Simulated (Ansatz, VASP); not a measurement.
## Cu in VASP and in Ansatz

```xyz
1
Lattice="-1.3599 1.3599 1.5358 1.3599 -1.3599 1.5358 1.3599 1.3599 -1.5358" Properties=species:S:1:pos:R:3 pbc="T T T"
Cu    0.0000    0.0000    0.0000
```

Alike in both runs: task single point; functional PBEsol; k mesh 34 × 34 × 34; occupations gaussian, width 0.15 eV; no spin polarisation.

|  | VASP | Ansatz |
| --- | --- | --- |
| version | VASP 6.6.1 | Ansatz 0.2.0 |
| potentials or method | VASP PAW PBE potentials, release 64 (Cu), cutoff 520 eV | scalar-relativistic, plane waves, PAW |
| valence electrons in the cell | 11 | 19 |

Ansatz gave:

* gap on the k mesh at the Fermi level (eV): none
* pressure (GPa): -0.1
* traceless stress, the component that is largest in VASP (GPa): 1.79

Task: Estimate VASP's values.

Result: gap on the k mesh at the Fermi level (eV): none; pressure (GPa): 1.0; traceless stress, the component that is largest in VASP (GPa): 1.77.

VASP's potentials were made for PBE, not for PBEsol. A gap of «none» marks a metal or a gap that the smearing closes. With one functional, cell and mesh, what is left measures potentials, basis and numerics. VASP's potentials hold 11 valence electrons a cell and Ansatz's 19, so a difference there can come from the potentials and not from the codes.
